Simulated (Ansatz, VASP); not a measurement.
One calculation of TiN, two programs

Contents of INCAR:

```
PREC = Accurate
ENCUT = 520
EDIFF = 1E-8
ISMEAR = -1
SIGMA = 0.05
LREAL = F
LASPH = T
NELM = 120
ALGO = Normal
ISIF = 2
LWAVE = F
LCHARG = F
GGA = PS
LEFG = T
NBANDS = 16
GGA_COMPAT = F
```

Contents of KPOINTS:

```
Automatic mesh
0
Gamma
  13 13 13
```

File POSCAR:

```
TiN
1.0
    0.0000000000      2.1499242549      2.1499242549
    2.1499242549      0.0000000000      2.1499242549
    2.1499242549      2.1499242549      0.0000000000
Ti N
1 1
Direct
    0.0000000000      0.0000000000      0.0000000000
    0.5000000000      0.5000000000      0.5000000000
```

Input for Ansatz:

```yaml
crystal:
  lattice:
    - [0.0, 2.1499242549, 2.1499242549]
    - [2.1499242549, 0.0, 2.1499242549]
    - [2.1499242549, 2.1499242549, 0.0]
  atoms:
    - { symbol: Ti, position: [0.0, 0.0, 0.0] }
    - { symbol: "N", position: [0.5, 0.5, 0.5] }
kpoints:
  mp_grid: { grid: [13, 13, 13] }
scf:
  occupations: { method: fermi_dirac, width: 0.05 }
hamiltonian:
  xc: pbesol
  pseudopotentials: { kind: all_electron, datasets: crystal }
output:
  forces: true
  stress: true
  eigenvalues: true
  efg: { contact_densities: true }
```

Change from the starting cell: volume scaled by 1.04, crystal datasets.

Alike in both runs: task electric field gradients; functional PBEsol; k mesh 13 × 13 × 13; occupations fermi-dirac, width 0.05 eV; no spin polarisation.

```csv
,VASP,Ansatz
version,VASP 6.6.1,Ansatz 0.2.0
potentials or method,"VASP PAW PBE potentials, release 64 (Ti_sv, N), cutoff 520 eV","all-electron PAW with datasets made for the crystal, scalar-relativistic"
```

```csv
,VASP,Ansatz,Ansatz less VASP
pressure (GPa),-17.2,-17.6,-0.47
```

VASP's potentials were made for PBE, not for PBEsol. Ansatz ran all-electron here, and VASP with PAW potentials.
